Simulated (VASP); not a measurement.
# AlCr2C (P6_3/mmc) in VASP: notebook

The runs below take AlCr2C through single point, relaxation of cell and atoms, with LDA.

All numbers are computed with VASP 6.6.1; they aren't measurements. Logs are shortened: lines on timing, memory, paths and dates and some standing lists are left out, and cuts for length are marked.

## Step 1: The cell of the first run

Symmetry: P6_3/mmc, No. 194, hexagonal system. Conventional cell: a = 2.792 Å, b = 2.792 Å, c = 12.471 Å, α = 90.00°, β = 90.00°, γ = 120.00°. Al (site symmetry -6m2) has 6 Cr at 2.62 Å and 6 Al at 2.79 Å within 3.5 Å. Cr (site symmetry 3m) has 3 C at 1.93 Å within 2.6 Å. C (site symmetry -3m) has 6 Cr at 1.93 Å within 2.6 Å.

## Step 2: Single point, LDA

INCAR

```
SYSTEM = AlCr2C
ALGO = Normal ; EDIFF = 1E-6
ENCUT = 520 ; ISIF = 2
ISMEAR = 0 ; LASPH = .True.
LCHARG = .True. ; LELF = .True.
LREAL = .False. ; LVHAR = .True.
LWAVE = .False. ; NBANDS = 41
NELM = 100 ; PREC = Accurate
SIGMA = 0.1
```

KPOINTS

```
k-points
0
Gamma
  15 15 4
  0 0 0
```

POSCAR

```
AlCr2C
1.0
    2.7916512223      0.0000000000      0.0000000000
   -1.3958256112      2.4176408770      0.0000000000
    0.0000000000      0.0000000000     12.4708691996
Al Cr C
2 4 2
Direct
    0.6666666667      0.3333333333      0.2500000000
    0.3333333333      0.6666666667      0.7500000000
    0.3333333333      0.6666666667      0.4153687749
    0.6666666667      0.3333333333      0.9153687749
    0.6666666667      0.3333333333      0.5846312251
    0.3333333333      0.6666666667      0.0846312251
    0.0000000000      0.0000000000      0.5000000000
    0.0000000000      0.0000000000      0.0000000000
```

Potentials or basis: VASP PAW LDA potentials, release 64 (Al, Cr_pv, C).

Launch:

```sh
$ cat potpaw_LDA.64/Al/POTCAR potpaw_LDA.64/Cr_pv/POTCAR potpaw_LDA.64/C/POTCAR > POTCAR
$ mpirun -np 1 vasp_std > vasp.out
```

OUTCAR:

```text
SYSTEM = AlCr2C
   EDIFF = 1E-6
   ENCUT = 520
   ISIF = 2
   ISMEAR = 0
   LASPH = .True.
   LREAL = .False.
   NELM = 100
   PREC = Accurate

 ion  position               nearest neighbor table
   1  0.667  0.333  0.250-   3 2.62   6 2.62   3 2.62   6 2.62   3 2.62   6 2.62
   2  0.333  0.667  0.750-   4 2.62   5 2.62   4 2.62   5 2.62   4 2.62   5 2.62
   3  0.333  0.667  0.415-   7 1.93   7 1.93   7 1.93   1 2.62   1 2.62   1 2.62   5 2.66   5 2.66
                             5 2.66
   4  0.667  0.333  0.915-   8 1.93   8 1.93   8 1.93   2 2.62   2 2.62   2 2.62   6 2.66   6 2.66
                             6 2.66
   5  0.667  0.333  0.585-   7 1.93   7 1.93   7 1.93   2 2.62   2 2.62   2 2.62   3 2.66   3 2.66
                             3 2.66
   6  0.333  0.667  0.085-   8 1.93   8 1.93   8 1.93   1 2.62   1 2.62   1 2.62   4 2.66   4 2.66
                             4 2.66
   7  0.000  0.000  0.500-   3 1.93   5 1.93   5 1.93   3 1.93   5 1.93   3 1.93
   8  0.000  0.000  0.000-   4 1.93   6 1.93   4 1.93   6 1.93   4 1.93   6 1.93

  LATTYP: Found a hexagonal cell.
 ALAT       =     2.7916512223
 C/A-ratio  =     4.4672017407

  Lattice vectors:

 A1 = (   2.7916512223,   0.0000000000,   0.0000000000)
 A2 = (  -1.3958256112,   2.4176408770,   0.0000000000)
 A3 = (   0.0000000000,   0.0000000000,  12.4708691996)

Analysis of symmetry for initial positions (statically):
=====================================================================
 Subroutine PRICEL returns:
 Original cell was already a primitive cell.

 Routine SETGRP: Setting up the symmetry group for a
 hexagonal supercell.

 Subroutine GETGRP returns: Found 24 space group operations
 (whereof 12 operations were pure point group operations)
 out of a pool of 24 trial point group operations.

The static configuration has the point symmetry D_3d.
 The point group associated with its full space group is D_6h.

Analysis of symmetry for dynamics (positions and initial velocities):
=====================================================================
 Subroutine PRICEL returns:
 Original cell was already a primitive cell.

 Routine SETGRP: Setting up the symmetry group for a
 hexagonal supercell.

 Subroutine GETGRP returns: Found 24 space group operations
 (whereof 12 operations were pure point group operations)
 out of a pool of 24 trial point group operations.

The dynamic configuration has the point symmetry D_3d.
 The point group associated with its full space group is D_6h.

 Subroutine INISYM returns: Found 24 space group operations
 (whereof 12 operations are pure point group operations),
 and found     1 'primitive' translations

----------------------------------------------------------------------------------------

                                     Primitive cell

  volume of cell :      84.1685

  direct lattice vectors                    reciprocal lattice vectors
     2.791651222  0.000000000  0.000000000     0.358210937  0.206813181  0.000000000
    -1.395825611  2.417640877  0.000000000     0.000000000  0.413626362  0.000000000
     0.000000000  0.000000000 12.470869200     0.000000000  0.000000000  0.080186873

  length of vectors
     2.791651222  2.791651222 12.470869200     0.413626362  0.413626362  0.080186873

  position of ions in fractional coordinates (direct lattice)
     0.666666667  0.333333333  0.250000000
     0.333333333  0.666666667  0.750000000
     0.333333333  0.666666667  0.415368775
     0.666666667  0.333333333  0.915368775
     0.666666667  0.333333333  0.584631225
     0.333333333  0.666666667  0.084631225
     0.000000000  0.000000000  0.500000000
     0.000000000  0.000000000  0.000000000

  ion indices of the primitive-cell ions
   primitive index   ion index
                 1           1
                 2           2
                 3           3
                 4           4
                 5           5
                 6           6
                 7           7
                 8           8

----------------------------------------------------------------------------------------

 KPOINTS: k-points

Automatic generation of k-mesh.
 Grid dimensions read from file:
 generate k-points for:   15   15    4

 Generating k-lattice:

  Cartesian coordinates                     Fractional coordinates (reciprocal lattice)
     0.023880729  0.013787545  0.000000000     0.066666667  0.000000000  0.000000000
     0.000000000  0.027575091  0.000000000     0.000000000  0.066666667  0.000000000
     0.000000000  0.000000000  0.020046718     0.000000000  0.000000000  0.250000000

  Length of vectors
     0.027575091  0.027575091  0.020046718

  Shift w.r.t. Gamma in fractional coordinates (k-lattice)
     0.000000000  0.000000000  0.000000000

 Subroutine IBZKPT returns following result:
 ===========================================

 Found     81 irreducible k-points:

 Following reciprocal coordinates:
            Coordinates               Weight
  0.000000  0.000000  0.000000      1.000000
  0.066667  0.000000  0.000000      6.000000
  0.133333  0.000000  0.000000      6.000000
  0.200000  0.000000  0.000000      6.000000
  0.266667  0.000000  0.000000      6.000000
  0.333333  0.000000  0.000000      6.000000
[... 16 lines left out ...]
  0.333333  0.200000  0.000000     12.000000
  0.400000  0.200000  0.000000      6.000000
 [... further k-points ...]
   k-points           NKPTS =     81   k-points in BZ     NKDIM =     81   number of bands    NBANDS=     41
   number of dos      NEDOS =    301   number of ions     NIONS =      8
   total plane-waves  NPLWV =  55296
   dimension x,y,z NGX =    24 NGY =   24 NGZ =   96
   dimension x,y,z NGXF=    48 NGYF=   48 NGZF=  192
   ions per type =               2   4   2
   NGX,Y,Z   is equivalent  to a cutoff of  14.29, 14.29, 12.80 a.u.
   NGXF,Y,Z  is equivalent  to a cutoff of  28.58, 28.58, 25.60 a.u.
 SYSTEM =  AlCr2C
   PREC   = accura    normal or accurate (medium, high low for compatibility)
   ISTART =      0    job   : 0-new  1-cont  2-samecut
   ICHARG =      2    charge: 1-file 2-atom 10-const
   ISPIN  =      1    spin polarized calculation?
   LNONCOLLINEAR =      F non collinear calculations
   LSORBIT =      F    spin-orbit coupling
   LASPH  =      T    aspherical Exc in radial PAW
   ENCUT  =  520.0 eV  38.22 Ry    6.18 a.u.   5.19  5.19 23.19*2*pi/ulx,y,z
   NELM   =    100;   NELMIN=  2; NELMDL= -5     # of ELM steps
   EDIFF  = 0.1E-05   stopping-criterion for ELM
   LREAL  =      F    real-space projection
   EDIFFG = 0.1E-04   stopping-criterion for IOM
   NSW    =      0    number of steps for IOM
   IBRION =     -1    ionic relax: 0-MD 1-quasi-New 2-CG
   NFREE  =      0    steps in history (QN), initial steepest desc. (CG)
   ISIF   =      2    stress and relaxation
   ISYM   =      2    0-nonsym 1-usesym 2-fastsym
   POTIM  = 0.5000    time-step for ionic-motion
   TEBEG  =    0.0;   TEEND  =   0.0 temperature during run
   PSTRESS=    0.0 pullay stress
   NELECT =      62.0000    total number of electrons
   NUPDOWN=      -1.0000    fix difference up-down
   EMIN   =  10.00;   EMAX   =-10.00  energy-range for DOS
   EFERMI =   0.00;   METHOD = LEGACY
   ISMEAR =     0;   SIGMA  =   0.10  broadening in eV -4-tet -1-fermi 0-gaus
   EFERMI_NEDOS =   21; number of points for ismear=-14 and -15
   IALGO  =     38    algorithm
   IMIX   =      4    mixing-type and parameters
     AMIX     =   0.40;   BMIX     =  1.00
     AMIX_MAG =   1.60;   BMIX_MAG =  1.00
  volume/ion in A,a.u.               =      10.52        71.00
  Fermi-wavevector in a.u.,A,eV,Ry     =   1.478503  2.793965 29.741937  2.185971
  Thomas-Fermi vector in A             =   2.592776
   LORBIT       =      0    0 simple, 1 ext, 2 COOP (PROOUT), +10 PAW based schemes
   GGA     = CA    functional components
   LHFCALC =     F    Hartree Fock is set to
   AEXX    =    0.0000 exact exchange contribution
   IVDW    =     0    specifies the selected vdW correction
   LEPSILON=     F    determine dielectric tensor
   LRPA    =     F    only Hartree local field effects (RPA)
 non-spin polarized calculation
 Gauss-broadening in eV      SIGMA  =   0.10
  energy-cutoff  :      520.00
  volume of cell :       84.17
 maximum number of plane-waves:      2297
 NGX is ok and might be reduce to    24
   NGX = 11   NGY = 11   NGZ = 47

 number of electron      61.9999990 magnetization

 Free energy of the ion-electron system (eV)
  ---------------------------------------------------
  ext. energy  EPLUGINS =         0.00000000
  ---------------------------------------------------
  free energy    TOTEN  =       -73.05596063 eV

  energy without entropy =      -73.02522195  energy(sigma->0) =      -73.04059129

 E-fermi :  10.4448     XC(G=0): -12.9734

 val. band max:       10.4444597984   @ k =   0.4000   0.0667   0.5000
 cond. band min:      10.4480991439   @ k =   0.2667   0.2000   0.0000
 fundamental gap:      0.0036393455
 Fermi energy:        10.4448424761

 k-point     1 :       0.0000    0.0000    0.0000
  band No.  band energies     occupation
      1     -32.6106      2.00000
      2     -32.6086      2.00000
      3     -32.3278      2.00000
      4     -32.3278      2.00000
      5     -32.3278      2.00000
      6     -32.3278      2.00000
[... 33 lines left out ...]
     40      14.0035      0.00000
     41      15.7472      0.00000

 k-point     2 :       0.0667    0.0000    0.0000
  band No.  band energies     occupation
      1     -32.6071      2.00000
      2     -32.6052      2.00000
      3     -32.3467      2.00000
      4     -32.3465      2.00000
      5     -32.3332      2.00000
      6     -32.3332      2.00000
[... 33 lines left out ...]
     40      14.1354      0.00000
     41      15.8153      0.00000

 k-point     3 :       0.1333    0.0000    0.0000
  band No.  band energies     occupation
      1     -32.5984      2.00000
      2     -32.5967      2.00000
      3     -32.3951      2.00000
      4     -32.3948      2.00000
      5     -32.3477      2.00000
      6     -32.3477      2.00000
[... 875 lines left out ...]
      2     -32.6597      2.00000
      3     -32.6108      2.00000
      4     -32.6105      2.00000
      5     -32.5091      2.00000
      6     -32.5089      2.00000
[... 33 lines left out ...]
     40      13.2269      0.00000
     41      13.6889      0.00000

 k-point    24 :       0.4000    0.2000    0.0000
  band No.  band energies     occupation
      1     -32.6670      2.00000
      2     -32.6667      2.00000
      3     -32.6145      2.00000
      4     -32.6141      2.00000
      5     -32.5163      2.00000
      6     -32.5161      2.00000
[... 33 lines left out ...]
     40      13.1468      0.00000
     41      13.8172      0.00000

 [... further k-points ...]
[... 5 lines left out ...]
  --------------------------------------------------------------------------------------
  -------------------------------------------------------------------------------------
  Total        0.3616864      0.3616864      0.2780082     -0.0000000     -0.0000000     -0.0000000
  in kB        6.8848278      6.8848278      5.2919832     -0.0000000     -0.0000000     -0.0000000
  external PRESSURE =       6.3538796 kB  Pullay stress =       0.0000000 kB

 VOLUME and BASIS-vectors are now :
 -----------------------------------------------------------------------------
  energy-cutoff  :      520.00
  volume of cell :       84.17
      direct lattice vectors                 reciprocal lattice vectors
     2.791651222  0.000000000  0.000000000     0.358210937  0.206813181  0.000000000
    -1.395825611  2.417640877  0.000000000     0.000000000  0.413626362  0.000000000
     0.000000000  0.000000000 12.470869200     0.000000000  0.000000000  0.080186873

 POSITION                                       TOTAL-FORCE (eV/Angst)
 -----------------------------------------------------------------------------------
      1.39583      0.80588      3.11772         0.000000     -0.000000     -0.000000
     -0.00000      1.61176      9.35315         0.000000     -0.000000     -0.000000
     -0.00000      1.61176      5.18001        -0.000000      0.000000     -0.073850
      1.39583      0.80588     11.41544         0.000000     -0.000000     -0.073850
      1.39583      0.80588      7.29086         0.000000      0.000000      0.073850
     -0.00000      1.61176      1.05542         0.000000      0.000000      0.073850
      0.00000      0.00000      6.23543        -0.000000     -0.000000     -0.000000
      0.00000      0.00000      0.00000        -0.000000     -0.000000     -0.000000
 -----------------------------------------------------------------------------------
    total drift:                               -0.000000      0.000000     -0.000000

  FREE ENERGIE OF THE ION-ELECTRON SYSTEM (eV)
  ---------------------------------------------------
  free  energy   TOTEN  =       -73.0559606338 eV

  energy  without entropy=      -73.0252219549  energy(sigma->0) =      -73.04059129
```

Run time: 2.6 min. Hardware: 1 thread of Intel Xeon 6975P-C (Granite Rapids), shared host; peak memory 0.34 GiB.

Results:

| Quantity | Value |
| --- | --- |
| Free energy | -73.0560 eV |
| Pressure | 0.6 GPa |
| Largest force | 0.074 eV/Å |
| Band gap on the k mesh | zero (band 31 reaches 10.86 eV, above the bottom of band 32 at 9.97 eV) |

Forces on the atoms (eV/Å):
```
Al   0.000  0.000  0.000
Al   0.000  0.000  0.000
Cr   0.000  0.000 -0.074
Cr   0.000  0.000 -0.074
Cr   0.000  0.000  0.074
Cr   0.000  0.000  0.074
C    0.000  0.000  0.000
C    0.000  0.000  0.000
```

Stress tensor (GPa, compression positive):
```
0.69 0.00 0.00
0.00 0.69 0.00
0.00 0.00 0.53
```

Levels at points of the mesh, in eV from the Fermi level:
```tsv
k point	band 28	band 29	band 30	band 31	band 32	band 33	band 34	band 35
(0.00, 0.00, 0.00)	-1.17	-1.15	-1.15	-0.22	-0.22	-0.19	-0.19	0.62
(0.00, 0.00, 0.50)	-1.16	-1.16	-1.16	-0.21	-0.21	-0.21	-0.21	0.64
```

## Step 3: Relaxation of cell and atoms, LDA

This run uses another cell than the first one, of 11.10 Å³/atom, 1.055 times its volume.

INCAR

```
PREC     = Accurate       # precision mode
ENCUT    = 600            # plane-wave cutoff, eV
EDIFF    = 1E-6           # SCF threshold, eV
ISMEAR   = 0              # smearing method
SIGMA    = 0.1            # smearing width, eV
LREAL    = False          # projectors in reciprocal space
LASPH    = True           # aspherical terms in the spheres
NELM     = 100            # most SCF steps
ALGO     = Normal         # electronic algorithm
ISIF     = 3              # what is computed and relaxed
LWAVE    = False          # write WAVECAR
LCHARG   = False          # write CHGCAR
IBRION   = 2              # ionic algorithm
NSW      = 70             # ionic steps
EDIFFG   = -0.005         # ionic threshold
```

KPOINTS

```
Automatic mesh
0
Gamma
  15 15 4
```

POSCAR

```
AlCr2C
1.0
    2.8413176500      0.0000000000      0.0000000000
   -1.4206588250      2.4606532651      0.0000000000
    0.0000000000      0.0000000000     12.6988000039
Al Cr C
2 4 2
Direct
    0.6666666667      0.3333333333      0.2500000000
    0.3333333333      0.6666666667      0.7500000000
    0.3333333333      0.6666666667      0.4157760843
    0.6666666667      0.3333333333      0.9157760843
    0.6666666667      0.3333333333      0.5842239157
    0.3333333333      0.6666666667      0.0842239157
    0.0000000000      0.0000000000      0.5000000000
    0.0000000000      0.0000000000      0.0000000000
```

Potentials or basis: VASP PAW LDA potentials, release 64 (Al, Cr_pv, C).

Launch:

```sh
$ cat potpaw_LDA.64/Al/POTCAR potpaw_LDA.64/Cr_pv/POTCAR potpaw_LDA.64/C/POTCAR > POTCAR
$ mpirun -np 1 vasp_std > vasp.out
```

Wall time 14 min (1 thread of Intel Xeon 6975P-C (Granite Rapids), shared host); peak memory 0.41 GiB.

It converged, with:

* Free energy: -73.0648 eV
* Relaxed volume: 10.54 Å³/atom
* Relaxed cell: a = 2.794 Å, b = 2.794 Å, c = 12.471 Å, α = 90.00°, β = 90.00°, γ = 120.00°
* Space group after relaxing (to 0.05 Å): P6_3/mmc (No. 194)
* Energy gained by relaxing: 20.2 meV/atom
* Ionic steps: 8
* Pressure after relaxing: 0.0 GPa
* Largest force after relaxing: 0.004 eV/Å
* Band gap on the k mesh: zero (band 31 reaches 10.84 eV, above the bottom of band 32 at 9.95 eV)

Forces on the atoms (eV/Å):
```
Al   0.000  0.000  0.000
Al   0.000  0.000  0.000
Cr   0.000  0.000 -0.004
Cr   0.000  0.000 -0.004
Cr   0.000  0.000  0.004
Cr   0.000  0.000  0.004
C    0.000  0.000  0.000
C    0.000  0.000  0.000
```

Step by step:
```
step  energy change (eV)  largest force (eV/Å)  pressure (GPa)  volume (Å³)
   1              0.0000                0.4285          -11.39        88.78
   2              0.2708                1.7760           22.19        79.03
   3             -0.1522                0.2855           -0.67        84.95
   4             -0.1523                0.3015           -0.44        84.87
   5             -0.1617                0.0465           -0.09        84.37
   6             -0.1620                0.0036            0.00        84.27
   7             -0.1619                0.0039           -0.01        84.29
   8             -0.1620                0.0037           -0.04        84.28
```

Final structure:
```
CELL_PARAMETERS angstrom
2.79353 0.00000 0.00000
-1.39676 2.41927 0.00000
0.00000 0.00000 12.47115
ATOMIC_POSITIONS crystal
Al 0.66667 0.33333 0.25000
Al 0.33333 0.66667 0.75000
Cr 0.33333 0.66667 0.41521
Cr 0.66667 0.33333 0.91521
Cr 0.66667 0.33333 0.58479
Cr 0.33333 0.66667 0.08479
C 0.00000 0.00000 0.50000
C 0.00000 0.00000 0.00000
```

Levels at points of the mesh, in eV from the Fermi level:
```csv
k point,band 28,band 29,band 30,band 31,band 32,band 33,band 34,band 35
"(0.00, 0.00, 0.00)",-1.16,-1.14,-1.14,-0.22,-0.22,-0.19,-0.19,0.61
"(0.00, 0.00, 0.50)",-1.15,-1.15,-1.15,-0.21,-0.21,-0.21,-0.21,0.64
```

Spin polarisation is off, so any magnetic state and its effect on volume and gap are missing.
